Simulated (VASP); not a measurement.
# C in VASP: a series of runs

The runs below take C through single point, with r2SCAN.

All numbers are computed with VASP 6.6.1; they aren't measurements. Logs are shortened: lines on timing, memory, paths and dates and some standing lists are left out, and cuts for length are marked.

## 1. The cell of the first run

The cell holds a slab with vacuum, 2 atoms: a = 2.413 Å, b = 2.494 Å, c = 8.341 Å, α = 91.38°, β = 89.39°, γ = 121.70°.

## 2. Single point, r2SCAN

Contents of POSCAR:

```
C
1.0
    2.4119865701     -0.0596502502      0.0124491819
   -1.2576469076      2.1536086410     -0.0294208012
    0.0431977628     -0.0929745239      8.3402730292
C
2
Direct
    0.3274700000      0.6503400000      0.0002200000
    0.6538000000      0.3207100000      0.9977100000
```

Contents of INCAR.step1:

```
SYSTEM = C
  PREC = Accurate
  ENCUT = 520
  ISMEAR = -1
  SIGMA = 0.15
  LREAL = .FALSE.
  LASPH = .TRUE.
  NELM = 80
  NBANDS = 11
  GGA = PE
  ALGO = Normal
  EDIFF = 1E-4
  LWAVE = .TRUE.
  LCHARG = .FALSE.
```

Contents of INCAR.step2:

```
SYSTEM = C
  PREC = Accurate
  ENCUT = 520
  EDIFF = 1E-7
  ISMEAR = -1
  SIGMA = 0.15
  LREAL = .FALSE.
  LASPH = .TRUE.
  NELM = 80
  ALGO = Normal
  ISIF = 2
  LWAVE = .FALSE.
  LCHARG = .FALSE.
  METAGGA = R2SCAN
  LMIXTAU = .TRUE.
  NBANDS = 11
  ISTART = 1
```

Contents of KPOINTS:

```
Automatic mesh
0
G
  9 9 3
  0 0 0
```

Potentials or basis: VASP PAW PBE potentials, release 64 (C).

Command:

```bash
cat potpaw_PBE.64/C/POTCAR > POTCAR
cp INCAR.step1 INCAR
mpirun -np 1 vasp_std > vasp.out
cp INCAR.step2 INCAR
mpirun -np 1 vasp_std > vasp.out
```

OUTCAR:

```text
SYSTEM = C
   PREC = Accurate
   ENCUT = 520
   EDIFF = 1E-7
   ISMEAR = -1
   LREAL = .FALSE.
   LASPH = .TRUE.
   NELM = 80
   ISIF = 2
   METAGGA = R2SCAN
   ISTART = 1

 ion  position               nearest neighbor table
   1  0.327  0.650  0.000-   2 1.38   2 1.41   2 1.43
   2  0.654  0.321  0.998-   1 1.38   1 1.41   1 1.43

  LATTYP: Found a triclinic cell.
 ALAT       =     2.3911189503
 B/A-ratio  =     1.7170795498
 C/A-ratio  =     3.4882844695
 COS(alpha) =     0.0021258175
 COS(beta)  =     0.0143585298
 COS(gamma) =     0.8532459394

  Lattice vectors:

 A1 = (   1.1543396625,   2.0939583908,  -0.0169716193)
 A2 = (   3.5663262326,   2.0343081406,  -0.0045224374)
 A3 = (  -0.0431977628,   0.0929745239,  -8.3402730292)

Analysis of symmetry for initial positions (statically):
=====================================================================
 Subroutine PRICEL returns:
 Original cell was already a primitive cell.

 Routine SETGRP: Setting up the symmetry group for a
 triclinic supercell.

 Subroutine GETGRP returns: Found  2 space group operations
 (whereof  1 operations were pure point group operations)
 out of a pool of  2 trial point group operations.

The static configuration has the point symmetry C_1 .
 The point group associated with its full space group is S_2 .

Analysis of symmetry for dynamics (positions and initial velocities):
=====================================================================
 Subroutine PRICEL returns:
 Original cell was already a primitive cell.

 Routine SETGRP: Setting up the symmetry group for a
 triclinic supercell.

 Subroutine GETGRP returns: Found  2 space group operations
 (whereof  1 operations were pure point group operations)
 out of a pool of  2 trial point group operations.

The dynamic configuration has the point symmetry C_1 .
 The point group associated with its full space group is S_2 .

 Subroutine INISYM returns: Found  2 space group operations
 (whereof  1 operations are pure point group operations),
 and found     1 'primitive' translations

----------------------------------------------------------------------------------------

                                     Primitive cell

  volume of cell :      42.6914

  direct lattice vectors                    reciprocal lattice vectors
     2.411986570 -0.059650250  0.012449182     0.420668631  0.245666302  0.000559785
    -1.257646908  2.153608641 -0.029420801     0.011626264  0.471197266  0.005192529
     0.043197763 -0.092974524  8.340273029    -0.000586902  0.001295480  0.119917633

  length of vectors
     2.412756173  2.494107357  8.340903099     0.487149199  0.471369277  0.119926066

  position of ions in fractional coordinates (direct lattice)
     0.327470000  0.650340000  0.000220000
     0.653800000  0.320710000  0.997710000

  ion indices of the primitive-cell ions
   primitive index   ion index
                 1           1
                 2           2

----------------------------------------------------------------------------------------

 KPOINTS: Automatic mesh

Automatic generation of k-mesh.
 Grid dimensions read from file:
 generate k-points for:    9    9    3

 Generating k-lattice:

  Cartesian coordinates                     Fractional coordinates (reciprocal lattice)
     0.046740959  0.027296256  0.000062198     0.111111111 -0.000000000  0.000000000
     0.001291807  0.052355252  0.000576948    -0.000000000  0.111111111  0.000000000
    -0.000195634  0.000431827  0.039972544     0.000000000 -0.000000000  0.333333333

  Length of vectors
     0.054127689  0.052374364  0.039975355

  Shift w.r.t. Gamma in fractional coordinates (k-lattice)
     0.000000000  0.000000000  0.000000000

 Subroutine IBZKPT returns following result:
 ===========================================

 Found    122 irreducible k-points:

 Following reciprocal coordinates:
            Coordinates               Weight
  0.000000  0.000000  0.000000      1.000000
  0.111111 -0.000000 -0.000000      2.000000
  0.222222 -0.000000 -0.000000      2.000000
  0.333333 -0.000000 -0.000000      2.000000
  0.444444 -0.000000 -0.000000      2.000000
  0.000000  0.111111  0.000000      2.000000
[... 16 lines left out ...]
 -0.111111  0.222222 -0.000000      2.000000
  0.000000  0.333333  0.000000      2.000000
 [... further k-points ...]
   k-points           NKPTS =    122   k-points in BZ     NKDIM =    122   number of bands    NBANDS=     11
   number of dos      NEDOS =    301   number of ions     NIONS =      2
   total plane-waves  NPLWV =  23040
   dimension x,y,z NGX =    18 NGY =   20 NGZ =   64
   dimension x,y,z NGXF=    36 NGYF=   40 NGZF=  128
   ions per type =               2
   NGX,Y,Z   is equivalent  to a cutoff of  12.40, 13.33, 12.76 a.u.
   NGXF,Y,Z  is equivalent  to a cutoff of  24.81, 26.66, 25.51 a.u.
 SYSTEM =  C
   PREC   = accura    normal or accurate (medium, high low for compatibility)
   ISTART =      1    job   : 0-new  1-cont  2-samecut
   ICHARG =      0    charge: 1-file 2-atom 10-const
   ISPIN  =      1    spin polarized calculation?
   LNONCOLLINEAR =      F non collinear calculations
   LSORBIT =      F    spin-orbit coupling
   LASPH  =      T    aspherical Exc in radial PAW
   ENCUT  =  520.0 eV  38.22 Ry    6.18 a.u.   4.49  4.64 15.51*2*pi/ulx,y,z
   NELM   =     80;   NELMIN=  2; NELMDL=  0     # of ELM steps
   EDIFF  = 0.1E-06   stopping-criterion for ELM
   LREAL  =      F    real-space projection
   EDIFFG = 0.1E-05   stopping-criterion for IOM
   NSW    =      0    number of steps for IOM
   IBRION =     -1    ionic relax: 0-MD 1-quasi-New 2-CG
   NFREE  =      0    steps in history (QN), initial steepest desc. (CG)
   ISIF   =      2    stress and relaxation
   ISYM   =      2    0-nonsym 1-usesym 2-fastsym
   POTIM  = 0.5000    time-step for ionic-motion
   TEBEG  =    0.0;   TEEND  =   0.0 temperature during run
   PSTRESS=    0.0 pullay stress
   NELECT =       8.0000    total number of electrons
   NUPDOWN=      -1.0000    fix difference up-down
   EMIN   =  10.00;   EMAX   =-10.00  energy-range for DOS
   EFERMI =   0.00;   METHOD = LEGACY
   ISMEAR =    -1;   SIGMA  =   0.15  broadening in eV -4-tet -1-fermi 0-gaus
   EFERMI_NEDOS =   21; number of points for ismear=-14 and -15
   IALGO  =     38    algorithm
   IMIX   =      4    mixing-type and parameters
     AMIX     =   0.40;   BMIX     =  1.00
     AMIX_MAG =   1.60;   BMIX_MAG =  1.00
  volume/ion in A,a.u.               =      21.35       144.05
  Fermi-wavevector in a.u.,A,eV,Ry     =   0.936824  1.770340 11.941000  0.877639
  Thomas-Fermi vector in A             =   2.063872
   LORBIT       =      0    0 simple, 1 ext, 2 COOP (PROOUT), +10 PAW based schemes
   METAGGA = R2SCAN    functional components
   LHFCALC =     F    Hartree Fock is set to
   AEXX    =    0.0000 exact exchange contribution
   IVDW    =     0    specifies the selected vdW correction
   LEPSILON=     F    determine dielectric tensor
   LRPA    =     F    only Hartree local field effects (RPA)
 non-spin polarized calculation
  energy-cutoff  :      520.00
  volume of cell :       42.69
 maximum number of plane-waves:      1170
 NGX is ok and might be reduce to    18
   NGX =  9   NGY =  9   NGZ = 31

 number of electron       8.0000000 magnetization

 Free energy of the ion-electron system (eV)
  ---------------------------------------------------
  ext. energy  EPLUGINS =         0.00000000
  ---------------------------------------------------
  free energy    TOTEN  =       -19.74141442 eV

  energy without entropy =      -19.73538339  energy(sigma->0) =      -19.73839890

 E-fermi :  -0.5036     XC(G=0):  -5.1999

 val. band max:       -0.7747658816   @ k =   0.3333   0.3333   0.0000
 cond. band min:      -0.2322808568   @ k =   0.3333   0.3333   0.3333
 fundamental gap:      0.5424850249
 Fermi energy:        -0.5035675950

 k-point     1 :       0.0000    0.0000    0.0000
  band No.  band energies     occupation
      1     -21.6348      2.00000
      2      -8.8679      2.00000
      3      -4.1836      2.00000
      4      -3.2520      2.00000
      5       2.7522      0.00000
      6       5.3340      0.00000
      7       6.8890      0.00000
      8       7.9979      0.00000
      9       8.6298      0.00000
     10      12.3464      0.00000
     11      13.6992      0.00000

 k-point     2 :       0.1111   -0.0000   -0.0000
  band No.  band energies     occupation
      1     -21.3020      2.00000
      2      -8.4690      2.00000
      3      -4.9592      2.00000
      4      -4.3333      2.00000
      5       3.1873      0.00000
      6       5.7585      0.00000
      7       7.2924      0.00000
      8       8.1429      0.00000
      9       9.6138      0.00000
     10      11.2710      0.00000
     11      14.4357      0.00000

 k-point     3 :       0.2222   -0.0000   -0.0000
  band No.  band energies     occupation
      1     -20.3099      2.00000
      2      -7.3336      2.00000
      3      -7.2701      2.00000
      4      -6.1020      2.00000
      5       4.4897      0.00000
      6       7.0173      0.00000
      7       7.3463      0.00000
      8       8.4664      0.00000
      9       8.7732      0.00000
     10      13.0997      0.00000
     11      15.5691      0.00000

 k-point     4 :       0.3333   -0.0000   -0.0000
  band No.  band energies     occupation
      1     -18.6801      2.00000
      2     -10.5164      2.00000
      3      -7.3480      2.00000
      4      -5.4156      2.00000
      5       5.1589      0.00000
      6       6.5516      0.00000
      7       6.7836      0.00000
      8       9.1160      0.00000
      9      10.7493      0.00000
     10      16.5286      0.00000
     11      16.9945      0.00000
[... 239 lines left out ...]
 k-point    22 :      -0.2222    0.2222    0.0000
  band No.  band energies     occupation
      1     -20.4248      2.00000
      2      -8.1343      2.00000
      3      -7.4120      2.00000
      4      -5.0998      2.00000
      5       4.3458      0.00000
      6       6.8507      0.00000
      7       8.1029      0.00000
      8       8.5029      0.00000
      9       9.1741      0.00000
     10      12.5123      0.00000
     11      15.5016      0.00000

 k-point    23 :      -0.1111    0.2222   -0.0000
  band No.  band energies     occupation
      1     -20.7408      2.00000
      2      -7.7963      2.00000
      3      -6.7707      2.00000
      4      -5.4721      2.00000
      5       3.9263      0.00000
      6       6.4701      0.00000
      7       7.9841      0.00000
      8       9.2622      0.00000
      9       9.6008      0.00000
     10      11.7927      0.00000
     11      14.8296      0.00000

 k-point    24 :       0.0000    0.3333    0.0000
  band No.  band energies     occupation
      1     -18.8795      2.00000
      2     -10.9315      2.00000
      3      -6.6429      2.00000
      4      -5.6785      2.00000
      5       4.9077      0.00000
      6       6.4089      0.00000
      7       8.2540      0.00000
      8       8.9289      0.00000
      9      10.5259      0.00000
     10      15.6979      0.00000
     11      16.6308      0.00000

 [... further k-points ...]
[... 5 lines left out ...]
  --------------------------------------------------------------------------------------
  -------------------------------------------------------------------------------------
  Total        2.4507426      0.7658380     -0.0214936      2.2348318      0.0159450     -0.0268592
  in kB       91.9745148     28.7413211     -0.8066389     83.8715446      0.5984050     -1.0080072
  external PRESSURE =      39.9697323 kB  Pullay stress =       0.0000000 kB

 VOLUME and BASIS-vectors are now :
 -----------------------------------------------------------------------------
  energy-cutoff  :      520.00
  volume of cell :       42.69
      direct lattice vectors                 reciprocal lattice vectors
     2.411986570 -0.059650250  0.012449182     0.420668631  0.245666302  0.000559785
    -1.257646908  2.153608641 -0.029420801     0.011626264  0.471197266  0.005192529
     0.043197763 -0.092974524  8.340273029    -0.000586902  0.001295480  0.119917633

 POSITION                                       TOTAL-FORCE (eV/Angst)
 -----------------------------------------------------------------------------------
     -0.02804      1.38102     -0.01322        -0.706176      0.639961     -0.371719
      1.21672      0.55892      8.31988         0.706176     -0.639961      0.371719
 -----------------------------------------------------------------------------------
    total drift:                                0.000011      0.000018      0.000003

  FREE ENERGIE OF THE ION-ELECTRON SYSTEM (eV)
  ---------------------------------------------------
  free  energy   TOTEN  =       -19.7414144163 eV

  energy  without entropy=      -19.7353833885  energy(sigma->0) =      -19.73839890
```

Wall time 4.2 min (1 thread of Intel Xeon 6975P-C (Granite Rapids), shared host); peak memory 0.18 GiB.

Results:

```yaml
Free_energy: -19.7414 eV
Largest_force: 1.023 eV/Å
Band_gap_on_the_k_mesh: 0.54 eV, direct
```

Forces on the atoms (eV/Å):
```
C   -0.706  0.640 -0.372
C    0.706 -0.640  0.372
```

Levels at points of the mesh, in eV from the valence-band top:
| k point | band 2 | band 3 | band 4 | band 5 | band 6 | band 7 |
| --- | --- | --- | --- | --- | --- | --- |
| (0.00, 0.00, 0.00) | -8.09 | -3.41 | -2.48 | 3.53 | 6.11 | 7.66 |

Caveat: the PAW data sets were made with another functional, which shifts forces and pressure a little.

(Part 1 of 3 ends here.)
